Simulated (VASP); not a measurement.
Here is a VASP 6.6.1 calculation.

The input INCAR:

```
SYSTEM = Si
  PREC = Accurate
  ENCUT = 520
  EDIFF = 1E-6
  ISMEAR = 0
  SIGMA = 0.05
  LREAL = .FALSE.
  LASPH = .TRUE.
  NELM = 80
  ALGO = Normal
  ISIF = 2
  LWAVE = .FALSE.
  LCHARG = .FALSE.
  GGA = PE
  NBANDS = 11
```

File KPOINTS:

```
Automatic mesh
0
G
  8 8 8
  0 0 0
```

File POSCAR:

```
Si
1.0
    0.0000000000      2.6869023391      2.8304772733
    2.6869023391      0.0000000000      2.8304772733
    2.6869023391      2.6869023391      0.0000000000
Si
2
Direct
    0.5000000000      0.5000000000      0.5000000000
    0.7500000000      0.7500000000      0.7500000000
```

Potentials or basis: VASP PAW PBE potentials, release 64 (Si).

The run is started by

```console
$ cat potpaw_PBE.64/Si/POTCAR > POTCAR
$ mpirun -np 1 vasp_std > vasp.out
```

Problem. Predict the band gap on the k mesh.

Solution. 0.37 eV, indirect (least direct gap 2.29 eV).

Problem. Predict the pressure.

Solution. 0.0 GPa.

Stress tensor (GPa, compression positive):
```
 1.79  0.00  0.00
 0.00  1.79  0.00
 0.00  0.00 -3.66
```

Caveat: the cell differs from its parent crystal (strain +e along x and -e along y +0.0000, strain +e along z and -e/2 along x and y +0.0350). A k mesh can miss the band edges.
